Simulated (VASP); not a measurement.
# Hf2Si (I4/mcm) in VASP: notebook

The runs below take Hf2Si through single point, with PBEsol.

Everything below comes from runs of VASP 6.6.1. Logs are shortened: lines on timing, memory, paths and dates and some standing lists are left out, and cuts for length are marked.

### 1 The cell of the first run

It takes space group I4/mcm (No. 140, tetragonal). The conventional cell has a = 6.577 Å, b = 6.577 Å, c = 5.192 Å, α = 90.00°, β = 90.00°, γ = 90.00°. Hf (site symmetry m2m) has 4 Si at 2.80 Å and 11 Hf at 2.92 to 3.51 Å within 3.7 Å. Within 3.4 Å of Si (site symmetry 422) lie 2 Si at 2.60 Å and 8 Hf at 2.80 Å.

### 2 Single point, PBEsol (volume scaled by 1.03, then relaxed in part)

File INCAR:

```
PREC     = Accurate       # precision mode
ENCUT    = 520            # plane-wave cutoff, eV
EDIFF    = 1E-7           # SCF threshold, eV
ISMEAR   = 0              # smearing method
SIGMA    = 0.1            # smearing width, eV
LREAL    = F              # projectors in reciprocal space
LASPH    = T              # aspherical terms in the spheres
NELM     = 100            # most SCF steps
ALGO     = Fast           # electronic algorithm
ISIF     = 2              # what is computed and relaxed
LWAVE    = F              # write WAVECAR
LCHARG   = F              # write CHGCAR
GGA      = PS             # functional
NBANDS   = 33             # bands
```

File KPOINTS:

```
Automatic mesh
0
Gamma
  10 10 10
```

File POSCAR:

```
Hf2Si
1.0
   -3.2882556836      3.2882556836      2.5959703585
    3.2882556836     -3.2882556836      2.5959703585
    3.2882556836      3.2882556836     -2.5959703585
Hf Si
4 2
Direct
    0.8431604606      0.6568395394      0.5000000000
    0.3431604606      0.8431604606      0.1863209212
    0.1568395394      0.3431604606      0.5000000000
    0.6568395394      0.1568395394      0.8136790788
    0.7500000000      0.7500000000      0.0000000000
    0.2500000000      0.2500000000      0.0000000000
```

Potentials or basis: VASP PAW PBE potentials, release 64 (Hf_pv, Si).

Run with:

```sh
$ cat potpaw_PBE.64/Hf_pv/POTCAR potpaw_PBE.64/Si/POTCAR > POTCAR
$ mpirun -np 1 vasp_std > vasp.out
```

OUTCAR:

```text
PREC = Accurate
   ENCUT = 520
   EDIFF = 1E-7
   ISMEAR = 0
   LREAL = F
   LASPH = T
   NELM = 100
   ISIF = 2
   GGA = PS

 ion  position               nearest neighbor table
   1  0.843  0.657  0.500-   6 2.80   5 2.80   5 2.80   6 2.80   3 2.92   3 3.12   3 3.12   2 3.32
                             4 3.32   4 3.32   2 3.32   2 3.51   4 3.51   2 3.51   4 3.51
   2  0.343  0.843  0.186-   6 2.80   5 2.80   6 2.80   5 2.80   4 2.92   4 3.12   4 3.12   1 3.32
                             1 3.32   3 3.32   3 3.32   3 3.51   1 3.51   3 3.51   1 3.51
   3  0.157  0.343  0.500-   5 2.80   6 2.80   6 2.80   5 2.80   1 2.92   1 3.12   1 3.12   4 3.32
                             2 3.32   2 3.32   4 3.32   2 3.51   4 3.51   2 3.51   4 3.51
   4  0.657  0.157  0.814-   5 2.80   6 2.80   6 2.80   5 2.80   2 2.92   2 3.12   2 3.12   1 3.32
                             1 3.32   3 3.32   3 3.32   3 3.51   1 3.51   3 3.51   1 3.51
   5  0.750  0.750  0.000-   6 2.60   6 2.60   4 2.80   2 2.80   3 2.80   3 2.80   1 2.80   1 2.80
                             4 2.80   2 2.80
   6  0.250  0.250  0.000-   5 2.60   5 2.60   2 2.80   4 2.80   3 2.80   3 2.80   1 2.80   1 2.80
                             4 2.80   2 2.80

  LATTYP: Found a body centered tetragonal cell.
 ALAT       =     6.5765113672
 C/A-ratio  =     0.7894673068

  Lattice vectors:

 A1 = (  -3.2882556836,   3.2882556836,   2.5959703585)
 A2 = (   3.2882556836,  -3.2882556836,   2.5959703585)
 A3 = (   3.2882556836,   3.2882556836,  -2.5959703585)

Analysis of symmetry for initial positions (statically):
=====================================================================
 Subroutine PRICEL returns:
 Original cell was already a primitive cell.

 Routine SETGRP: Setting up the symmetry group for a
 body centered tetragonal supercell.

 Subroutine GETGRP returns: Found 16 space group operations
 (whereof  8 operations were pure point group operations)
 out of a pool of 16 trial point group operations.

The static configuration has the point symmetry C_4h.
 The point group associated with its full space group is D_4h.

Analysis of symmetry for dynamics (positions and initial velocities):
=====================================================================
 Subroutine PRICEL returns:
 Original cell was already a primitive cell.

 Routine SETGRP: Setting up the symmetry group for a
 body centered tetragonal supercell.

 Subroutine GETGRP returns: Found 16 space group operations
 (whereof  8 operations were pure point group operations)
 out of a pool of 16 trial point group operations.

The dynamic configuration has the point symmetry C_4h.
 The point group associated with its full space group is D_4h.

 Subroutine INISYM returns: Found 16 space group operations
 (whereof  8 operations are pure point group operations),
 and found     1 'primitive' translations

----------------------------------------------------------------------------------------

                                     Primitive cell

  volume of cell :     112.2770

  direct lattice vectors                    reciprocal lattice vectors
    -3.288255684  3.288255684  2.595970358     0.000000000  0.152056302  0.192606205
     3.288255684 -3.288255684  2.595970358     0.152056302  0.000000000  0.192606205
     3.288255684  3.288255684 -2.595970358     0.152056302  0.152056302  0.000000000

  length of vectors
     5.325815711  5.325815711  5.325815711     0.245394110  0.245394110  0.215040085

  position of ions in fractional coordinates (direct lattice)
     0.843160461  0.656839539  0.500000000
     0.343160461  0.843160461  0.186320921
     0.156839539  0.343160461  0.500000000
     0.656839539  0.156839539  0.813679079
     0.750000000  0.750000000  0.000000000
     0.250000000  0.250000000  0.000000000

  ion indices of the primitive-cell ions
   primitive index   ion index
                 1           1
                 2           2
                 3           3
                 4           4
                 5           5
                 6           6

----------------------------------------------------------------------------------------

 KPOINTS: Automatic mesh

Automatic generation of k-mesh.
 Grid dimensions read from file:
 generate k-points for:   10   10   10

 Generating k-lattice:

  Cartesian coordinates                     Fractional coordinates (reciprocal lattice)
     0.000000000  0.015205630  0.019260621     0.100000000  0.000000000 -0.000000000
     0.015205630  0.000000000  0.019260621     0.000000000  0.100000000 -0.000000000
     0.015205630  0.015205630  0.000000000     0.000000000  0.000000000  0.100000000

  Length of vectors
     0.024539411  0.024539411  0.021504008

  Shift w.r.t. Gamma in fractional coordinates (k-lattice)
     0.000000000  0.000000000  0.000000000

 Subroutine IBZKPT returns following result:
 ===========================================

 Found    102 irreducible k-points:

 Following reciprocal coordinates:
            Coordinates               Weight
  0.000000  0.000000  0.000000      1.000000
  0.100000  0.000000 -0.000000      8.000000
  0.200000  0.000000 -0.000000      8.000000
  0.300000  0.000000 -0.000000      8.000000
  0.400000 -0.000000  0.000000      8.000000
  0.500000  0.000000 -0.000000      4.000000
[... 16 lines left out ...]
  0.300000  0.300000 -0.000000      8.000000
  0.400000  0.300000 -0.000000     16.000000
 [... further k-points ...]
   k-points           NKPTS =    102   k-points in BZ     NKDIM =    102   number of bands    NBANDS=     33
   number of dos      NEDOS =    301   number of ions     NIONS =      6
   total plane-waves  NPLWV =  64000
   dimension x,y,z NGX =    40 NGY =   40 NGZ =   40
   dimension x,y,z NGXF=    80 NGYF=   80 NGZF=   80
   ions per type =               4   2
   NGX,Y,Z   is equivalent  to a cutoff of  12.49, 12.49, 12.49 a.u.
   NGXF,Y,Z  is equivalent  to a cutoff of  24.97, 24.97, 24.97 a.u.
 SYSTEM =  unknown system
   PREC   = accura    normal or accurate (medium, high low for compatibility)
   ISTART =      0    job   : 0-new  1-cont  2-samecut
   ICHARG =      2    charge: 1-file 2-atom 10-const
   ISPIN  =      1    spin polarized calculation?
   LNONCOLLINEAR =      F non collinear calculations
   LSORBIT =      F    spin-orbit coupling
   LASPH  =      T    aspherical Exc in radial PAW
   ENCUT  =  520.0 eV  38.22 Ry    6.18 a.u.   9.90  9.90  9.90*2*pi/ulx,y,z
   NELM   =    100;   NELMIN=  2; NELMDL= -5     # of ELM steps
   EDIFF  = 0.1E-06   stopping-criterion for ELM
   LREAL  =      F    real-space projection
   EDIFFG = 0.1E-05   stopping-criterion for IOM
   NSW    =      0    number of steps for IOM
   IBRION =     -1    ionic relax: 0-MD 1-quasi-New 2-CG
   NFREE  =      0    steps in history (QN), initial steepest desc. (CG)
   ISIF   =      2    stress and relaxation
   ISYM   =      2    0-nonsym 1-usesym 2-fastsym
   POTIM  = 0.5000    time-step for ionic-motion
   TEBEG  =    0.0;   TEEND  =   0.0 temperature during run
   PSTRESS=    0.0 pullay stress
   NELECT =      48.0000    total number of electrons
   NUPDOWN=      -1.0000    fix difference up-down
   EMIN   =  10.00;   EMAX   =-10.00  energy-range for DOS
   EFERMI =   0.00;   METHOD = LEGACY
   ISMEAR =     0;   SIGMA  =   0.10  broadening in eV -4-tet -1-fermi 0-gaus
   EFERMI_NEDOS =   21; number of points for ismear=-14 and -15
   IALGO  =     68    algorithm
   IMIX   =      4    mixing-type and parameters
     AMIX     =   0.40;   BMIX     =  1.00
     AMIX_MAG =   1.60;   BMIX_MAG =  1.00
  volume/ion in A,a.u.               =      18.71       126.28
  Fermi-wavevector in a.u.,A,eV,Ry     =   1.233270  2.330543 20.693859  1.520956
  Thomas-Fermi vector in A             =   2.368007
   LORBIT       =      0    0 simple, 1 ext, 2 COOP (PROOUT), +10 PAW based schemes
   GGA     = PS    functional components
   LHFCALC =     F    Hartree Fock is set to
   AEXX    =    0.0000 exact exchange contribution
   IVDW    =     0    specifies the selected vdW correction
   LEPSILON=     F    determine dielectric tensor
   LRPA    =     F    only Hartree local field effects (RPA)
 non-spin polarized calculation
 RMM-DIIS sequential band-by-band and
 Gauss-broadening in eV      SIGMA  =   0.10
  energy-cutoff  :      520.00
  volume of cell :      112.28
 maximum number of plane-waves:      3060
   NGX = 19   NGY = 19   NGZ = 19

 number of electron      48.0000006 magnetization

 Free energy of the ion-electron system (eV)
  ---------------------------------------------------
  ext. energy  EPLUGINS =         0.00000000
  ---------------------------------------------------
  free energy    TOTEN  =       -58.25647854 eV

  energy without entropy =      -58.24456436  energy(sigma->0) =      -58.25052145

 E-fermi :   5.8771     XC(G=0): -11.5905

 val. band max:        5.8635883372   @ k =   0.5000   0.1000  -0.0000
 cond. band min:       5.8843770499   @ k =   0.4000   0.1000  -0.0000
 fundamental gap:      0.0207887127
 Fermi energy:         5.8770863452

 k-point     1 :       0.0000    0.0000    0.0000
  band No.  band energies     occupation
      1     -24.4184      2.00000
      2     -24.4088      2.00000
      3     -24.3088      2.00000
      4     -24.3088      2.00000
      5     -24.2770      2.00000
      6     -24.2770      2.00000
[... 25 lines left out ...]
     32       9.2695      0.00000
     33      10.0206      0.00000

 k-point     2 :       0.1000    0.0000   -0.0000
  band No.  band energies     occupation
      1     -24.4322      2.00000
      2     -24.4098      2.00000
      3     -24.3333      2.00000
      4     -24.3260      2.00000
      5     -24.2517      2.00000
      6     -24.2448      2.00000
[... 25 lines left out ...]
     32       9.6399      0.00000
     33      10.1941      0.00000

 k-point     3 :       0.2000    0.0000   -0.0000
  band No.  band energies     occupation
      1     -24.4590      2.00000
      2     -24.4271      2.00000
      3     -24.3572      2.00000
      4     -24.3147      2.00000
      5     -24.2161      2.00000
      6     -24.2065      2.00000
[... 25 lines left out ...]
     32      10.1466      0.00000
     33      10.5093      0.00000

 k-point     4 :       0.3000    0.0000   -0.0000
  band No.  band energies     occupation
      1     -24.4800      2.00000
      2     -24.4536      2.00000
      3     -24.3588      2.00000
      4     -24.2814      2.00000
      5     -24.2081      2.00000
      6     -24.1877      2.00000
[... 25 lines left out ...]
     32       9.8659      0.00000
     33      10.0797      0.00000

 k-point     5 :       0.4000   -0.0000    0.0000
  band No.  band energies     occupation
      1     -24.4891      2.00000
      2     -24.4749      2.00000
      3     -24.3322      2.00000
      4     -24.2636      2.00000
      5     -24.2123      2.00000
      6     -24.1782      2.00000
[... 604 lines left out ...]
 k-point    22 :      -0.2000    0.2000    0.0000
  band No.  band energies     occupation
      1     -24.4260      2.00000
      2     -24.3983      2.00000
      3     -24.3298      2.00000
      4     -24.3061      2.00000
      5     -24.2775      2.00000
      6     -24.2695      2.00000
[... 25 lines left out ...]
     32       9.9498      0.00000
     33      10.6931      0.00000

 k-point    23 :       0.3000    0.3000   -0.0000
  band No.  band energies     occupation
      1     -24.5077      2.00000
      2     -24.3940      2.00000
      3     -24.3440      2.00000
      4     -24.3110      2.00000
      5     -24.2479      2.00000
      6     -24.1815      2.00000
[... 25 lines left out ...]
     32       9.7792      0.00000
     33      10.1088      0.00000

 k-point    24 :       0.4000    0.3000   -0.0000
  band No.  band energies     occupation
      1     -24.4962      2.00000
      2     -24.3720      2.00000
      3     -24.3511      2.00000
      4     -24.3176      2.00000
      5     -24.2460      2.00000
      6     -24.2043      2.00000
[... 25 lines left out ...]
     32      10.0712      0.00000
     33      10.2187      0.00000

 [... further k-points ...]

------------------------ aborting loop because EDIFF is reached ----------------------------------------

  FORCE on cell =-STRESS in cart. coord.  units (eV):
  Direction    XX          YY          ZZ          XY          YZ          ZX
  --------------------------------------------------------------------------------------
  -------------------------------------------------------------------------------------
  Total       -3.0548325     -3.0548325     -3.0582501      0.0000000     -0.0000000      0.0000000
  in kB      -43.5920315    -43.5920315    -43.6408000      0.0000000     -0.0000000      0.0000000
  external PRESSURE =     -43.6082877 kB  Pullay stress =       0.0000000 kB

 VOLUME and BASIS-vectors are now :
 -----------------------------------------------------------------------------
  energy-cutoff  :      520.00
  volume of cell :      112.28
      direct lattice vectors                 reciprocal lattice vectors
    -3.288255684  3.288255684  2.595970358     0.000000000  0.152056302  0.192606205
     3.288255684 -3.288255684  2.595970358     0.152056302  0.000000000  0.192606205
     3.288255684  3.288255684 -2.595970358     0.152056302  0.152056302  0.000000000

 POSITION                                       TOTAL-FORCE (eV/Angst)
 -----------------------------------------------------------------------------------
      1.03146      2.25680      2.59597        -0.005780      0.005780     -0.000000
      2.25680     -1.03146      2.59597         0.005780      0.005780     -0.000000
      2.25680      1.03146      0.00000         0.005780     -0.005780     -0.000000
      1.03146      4.31971      0.00000        -0.005780     -0.005780      0.000000
      0.00000      0.00000      3.89396        -0.000000      0.000000      0.000000
      0.00000      0.00000      1.29799        -0.000000     -0.000000      0.000000
 -----------------------------------------------------------------------------------
    total drift:                               -0.000000     -0.000000      0.000000

  FREE ENERGIE OF THE ION-ELECTRON SYSTEM (eV)
  ---------------------------------------------------
  free  energy   TOTEN  =       -58.2564785422 eV

  energy  without entropy=      -58.2445643572  energy(sigma->0) =      -58.25052145
```

It took 3.9 min on 1 thread of AMD EPYC 9R45 (Zen 5), shared host; peak memory 0.42 GiB.

Results:

- Free energy: -58.2565 eV
- Pressure: -4.4 GPa
- Largest force: 0.008 eV/Å
- Band gap on the k mesh: zero (band 24 reaches 6.42 eV, above the bottom of band 25 at 5.64 eV)

Forces in eV/Å, atoms in the order of the input:
```
Hf  -0.006  0.006  0.000
Hf   0.006  0.006  0.000
Hf   0.006 -0.006  0.000
Hf  -0.006 -0.006  0.000
Si   0.000  0.000  0.000
Si   0.000  0.000  0.000
```

Caveat: the PAW data sets were made with another functional, which shifts forces and pressure a little; spin-orbit coupling is left out, which moves the levels of the heavy elements.

### 3 Single point, PBEsol (volume scaled by 1.06, then relaxed in part)

File INCAR:

```
PREC     = Accurate       # precision mode
ENCUT    = 520            # plane-wave cutoff, eV
EDIFF    = 1E-6           # SCF threshold, eV
ISMEAR   = 0              # smearing method
SIGMA    = 0.1            # smearing width, eV
LREAL    = False          # projectors in reciprocal space
LASPH    = True           # aspherical terms in the spheres
NELM     = 60             # most SCF steps
ALGO     = Fast           # electronic algorithm
ISIF     = 2              # what is computed and relaxed
LWAVE    = False          # write WAVECAR
LCHARG   = True           # write CHGCAR
GGA      = PS             # functional
LELF     = True           # ELF
LVHAR    = True         
NBANDS   = 33             # bands
```

File KPOINTS:

```
regular mesh
0
Gamma
  10 10 10
```

POSCAR: that of step 2 with these lines changed.

```diff
@@ -2,5 +2,5 @@
 1.0
-   -3.2882556836      3.2882556836      2.5959703585
-    3.2882556836     -3.2882556836      2.5959703585
-    3.2882556836      3.2882556836     -2.5959703585
+   -3.3198754664      3.3198754664      2.6209331433
+    3.3198754664     -3.3198754664      2.6209331433
+    3.3198754664      3.3198754664     -2.6209331433
 Hf Si
```

Potentials or basis: VASP PAW PBE potentials, release 64 (Hf_pv, Si).

Run with:

```sh
$ cat potpaw_PBE.64/Hf_pv/POTCAR potpaw_PBE.64/Si/POTCAR > POTCAR
$ mpirun -np 1 vasp_std > vasp.out
```

Wall time 3.4 min (1 thread of AMD EPYC 9R45 (Zen 5), shared host); peak memory 0.42 GiB.

It converged, with:

```
Free energy            : -58.1300 eV
Pressure               : -8.0 GPa
Largest force          : 0.003 eV/Å
Band gap on the k mesh : zero (band 24 reaches 6.21 eV, above the bottom of band 25 at 5.45 eV)
```

Forces on the atoms (eV/Å):
```
Hf   0.002 -0.002  0.000
Hf  -0.002 -0.002  0.000
Hf  -0.002  0.002  0.000
Hf   0.002  0.002  0.000
Si   0.000  0.000  0.000
Si   0.000  0.000  0.000
```

Levels at points of the mesh, in eV from the Fermi level:
```tsv
k point	band 21	band 22	band 23	band 24	band 25	band 26	band 27	band 28
(0.00, 0.00, 0.00)	-1.21	-1.21	-0.96	-0.91	1.91	1.98	1.99	2.44
(0.50, 0.00, 0.00)	-0.72	-0.72	-0.49	-0.49	0.15	0.15	1.91	1.91
(0.50, 0.50, 0.00)	-1.37	-1.07	-0.66	-0.47	1.27	1.29	1.60	2.07
(0.50, 0.50, 0.50)	-0.86	-0.41	0.02	0.31	0.37	0.37	1.31	1.40
```

Caveat: the PAW data sets were made with another functional, which shifts forces and pressure a little; spin-orbit coupling is left out, which moves the levels of the heavy elements.

[end of part 1 of 2]
